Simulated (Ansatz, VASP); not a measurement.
## W in VASP and in Ansatz

```
W
1.0
    -1.54774    1.54774    1.54774
     1.54774   -1.54774    1.54774
     1.54774    1.54774   -1.54774
W
1
Direct
  0.00000 0.00000 0.00000
```

Alike in both runs: task single point; functional PBEsol; k mesh 8 × 8 × 8; occupations gaussian, width 0.1 eV; no spin polarisation.

|  | VASP | Ansatz |
| --- | --- | --- |
| version | VASP 6.6.1 | Ansatz 0.2.0 |
| potentials or method | VASP PAW PBE potentials, release 64 (W_sv), cutoff 520 eV | scalar-relativistic, plane waves, PAW |
| valence electrons in the cell | 14 | 14 |

Ansatz gave:

```
gap on the k mesh at the Fermi level (eV) : none
pressure (GPa)                            : 21.5
```

**Question.** Which values does VASP return?

**Answer.** gap on the k mesh at the Fermi level (eV): none; pressure (GPa): 22.5.

VASP's potentials were made for PBE, not for PBEsol. A gap of «none» marks a metal or a gap that the smearing closes.

Neither program's run includes spin-orbit coupling.
